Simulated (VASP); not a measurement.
Here is a VASP 6.6.1 calculation.

The input INCAR:

```
ALGO = Fast ; EDIFF = 1E-6
ENCUT = 520 ; GGA = PE
ISIF = 2 ; ISMEAR = 0
LASPH = True ; LCHARG = False
LREAL = False ; LWAVE = False
NBANDS = 22 ; NELM = 60
PREC = Accurate ; SIGMA = 0.1
```

KPOINTS

```
k-points
0
Gamma
  12 12 6
```

The input POSCAR:

```
CsAg2
1.0
    4.8560123514     -0.0000000032      0.0000000000
   -2.4280061729      4.2054300590      0.0000000000
    0.0000000000      0.0000000000      5.4430755862
Cs Ag
1 2
Direct
    0.0000000000      0.0000000000      0.5000000000
    0.3333333333      0.6666666667      0.9998979563
    0.6666666667      0.3333333333      0.0001020437
```

Potentials or basis: VASP PAW PBE potentials, release 64 (Cs_sv, Ag).

Run with:

```bash
$ cat potpaw_PBE.64/Cs_sv/POTCAR potpaw_PBE.64/Ag/POTCAR > POTCAR
$ mpirun -np 1 vasp_std > vasp.out
```

(1) Estimate the band gap on the k mesh.

(2) Estimate the pressure.

Results:

(1) zero (an odd number of electrons rules out a gap without spin polarisation).

(2) 0.0 GPa.

Caveat: spin-orbit coupling is left out, which moves the levels of the heavy elements.
